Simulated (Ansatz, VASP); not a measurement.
## NiSb in VASP and in Ansatz

```
Ni Sb
1.0
     3.97105    0.00000    0.00000
    -1.98553    3.43903    0.00000
     0.00000    0.00000    5.16801
Ni Sb
2 2
Cartesian
  0.0000 0.0000 0.0000
  0.0000 0.0000 2.5840
  0.0000 2.2927 1.2920
  1.9855 1.1463 3.8760
```

Alike in both runs: task single point; functional PBEsol; k mesh 10 × 10 × 8; occupations gaussian, width 0.05 eV; collinear spin.

|  | VASP | Ansatz |
| --- | --- | --- |
| version | VASP 6.6.1 | Ansatz 0.2.0 |
| potentials or method | VASP PAW PBE potentials, release 64 (Ni, Sb), cutoff 520 eV | scalar-relativistic, plane waves, PAW |
| valence electrons in the cell | 30 | 66 |

|  | VASP | Ansatz | Ansatz less VASP |
| --- | --- | --- | --- |
| gap on the k mesh at the Fermi level (eV) | none | none | - |
| pressure (GPa) | -5.4 | -5.5 | -0.07 |
| traceless stress, the component that is largest in VASP (GPa) | -0.04 | -0.11 | -0.072 |
| net moment per atom (μB) | 0.00 | 0.00 | 0.000 |

VASP's potentials were made for PBE, not for PBEsol. A gap of «none» marks a metal or a gap that the smearing closes. VASP's potentials hold 30 valence electrons a cell and Ansatz's 66, so a difference there can come from the potentials and not from the codes. Ansatz's warnings: seeded moment not kept.

Spin-orbit coupling is off throughout.
